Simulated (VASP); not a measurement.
Input of a VASP 6.6.1 run:

Contents of INCAR:

```
ALGO = Normal
EDIFF = 1E-6
EDIFFG = -0.01
ENCUT = 600
GGA = PE
IBRION = 2
ISIF = 3
ISMEAR = 0
LASPH = True
LCHARG = False
LREAL = False
LWAVE = False
NELM = 60
NSW = 100
PREC = Accurate
SIGMA = 0.1
```

KPOINTS

```
k-points
0
Gamma
  12 12 6
```

POSCAR

```
SiC5
1.0
    3.5962721156      0.0000000000      0.0000000000
   -1.7981360578      3.1144630110      0.0000000000
    0.0000000000      0.0000000000      8.2455264792
Si C
1 5
Direct
    0.0000000000      0.0000000000      0.5000000000
    0.0000000000      0.7747997484      0.0000000000
    0.7747997484      0.0000000000      0.0000000000
    0.2252002516      0.2252002516      0.0000000000
    0.3333333333      0.6666666667      0.5000000000
    0.6666666667      0.3333333333      0.5000000000
```

Potentials or basis: VASP PAW PBE potentials, release 64 (Si, C).

Launch:

```bash
$ cat potpaw_PBE.64/Si/POTCAR potpaw_PBE.64/C/POTCAR > POTCAR
$ mpirun -np 1 vasp_std > vasp.out
```

Question: Predict the space group after relaxing (to 0.1 Å).

Answer: P-62m (No. 189).

Question: What does it give for the band gap on the k mesh?

Answer: Zero (bands 12 and 13 overlap by 1.46 eV).

Question: Predict the relaxed cell.

Answer: a = 3.595 Å, b = 3.595 Å, c = 8.242 Å, α = 90.00°, β = 90.00°, γ = 120.00°.

Question: What does it give for the relaxed volume?

Answer: 15.37 Å³/atom.

The path:
```tsv
step	energy change (eV)	largest force (eV/Å)	pressure (GPa)	volume (Å³)
1	0.0000	0.1797	0.12	92.35
2	0.0067	0.6171	-1.14	92.51
3	-0.0005	0.0080	-0.15	92.39
4	-0.0006	0.0007	-0.05	92.23
```
